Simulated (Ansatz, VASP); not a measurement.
**Ru in VASP and in Ansatz**

Contents of INCAR:

```
  PREC = Accurate
  ENCUT = 500
  EDIFF = 1E-6
  ISMEAR = -1
  SIGMA = 0.1
  LREAL = False
  LASPH = True
  NELM = 200
  ALGO = Normal
  ISIF = 2
  LWAVE = False
  LCHARG = True
  ISPIN = 2
  MAGMOM = 0
  LORBIT = 11
  LMAXMIX = 4
  GGA = PE
  LELF = True
  LVHAR = True
  NBANDS = 17
  GGA_COMPAT = False
```

KPOINTS

```
Automatic mesh
0
Gamma
  8 8 8
```

File POSCAR:

```
Ru
1.0
   -1.4520000000      1.4520000000      1.4520000000
    1.4520000000     -1.4520000000      1.4520000000
    1.4520000000      1.4520000000     -1.4520000000
Ru
1
Direct
    0.0000000000      0.0000000000      0.0000000000
```

Input for Ansatz:

```yaml
crystal:
  lattice:
    - [-1.452, 1.452, 1.452]
    - [1.452, -1.452, 1.452]
    - [1.452, 1.452, -1.452]
  atoms:
    - { symbol: Ru, position: [0, 0, 0] }
kpoints:
  mp_grid: { grid: [8, 8, 8], shift: [0, 0, 0] }
hamiltonian:
  xc: pbe
  pseudopotentials: { kind: paw }
magnetization:
  spin_polarized: true
scf:
  occupations: { method: fermi_dirac }
```

Alike in both runs: task single point; functional PBE; k mesh 8 × 8 × 8; collinear spin.

|  | VASP | Ansatz |
| --- | --- | --- |
| version | VASP 6.6.1 | Ansatz 0.2 development build |
| potentials or method | VASP PAW PBE potentials, release 64 (Ru_pv) | PAW hard, scalar-relativistic |
| plane-wave cutoff (eV) | 500 | 660 |
| occupations | fermi-dirac, width 0.1 eV | fermi-dirac |

|  | VASP | Ansatz | Ansatz less VASP |
| --- | --- | --- | --- |
| net moment per atom (μB) | 0.00 | 0.00 | 0.000 |

The k mesh is coarse, so the values compare programs but aren't converged.
